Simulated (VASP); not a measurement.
Input of a VASP 6.6.1 run:

The input INCAR:

```
SYSTEM = InAs
ALGO = Normal
EDIFF = 1E-7
ENCUT = 520
GGA = PS
ISIF = 2
ISMEAR = 0
LASPH = .True.
LCHARG = .False.
LREAL = .False.
LWAVE = .False.
NBANDS = 16
NELM = 100
PREC = Accurate
SIGMA = 0.1
```

The input KPOINTS:

```
k-points
0
Gamma
  12 12 12
  0 0 0
```

File POSCAR:

```
InAs
1.0
    0.0000000000      2.8264640422      2.8264640422
    2.8264640422      0.0000000000      2.8264640422
    2.8264640422      2.8264640422      0.0000000000
In As
1 1
Direct
    0.5000000000      0.5000000000      0.5000000000
    0.0000000000      0.0000000000      0.0000000000
```

Potentials or basis: VASP PAW PBE potentials, release 64 (In_d, As).

Command:

```sh
$ cat potpaw_PBE.64/In_d/POTCAR potpaw_PBE.64/As/POTCAR > POTCAR
$ mpirun -np 1 vasp_std > vasp.out
```

(1) Predict the pressure.

(2) Estimate the band gap on the k mesh.

## Answers

(1) 0.1 GPa.

(2) zero (band 9 reaches 6.79 eV, above the bottom of band 10 at 3.97 eV).

Caveat: the PAW data sets were made with another functional, which shifts forces and pressure a little; spin-orbit coupling is left out, which moves the levels of the heavy elements.
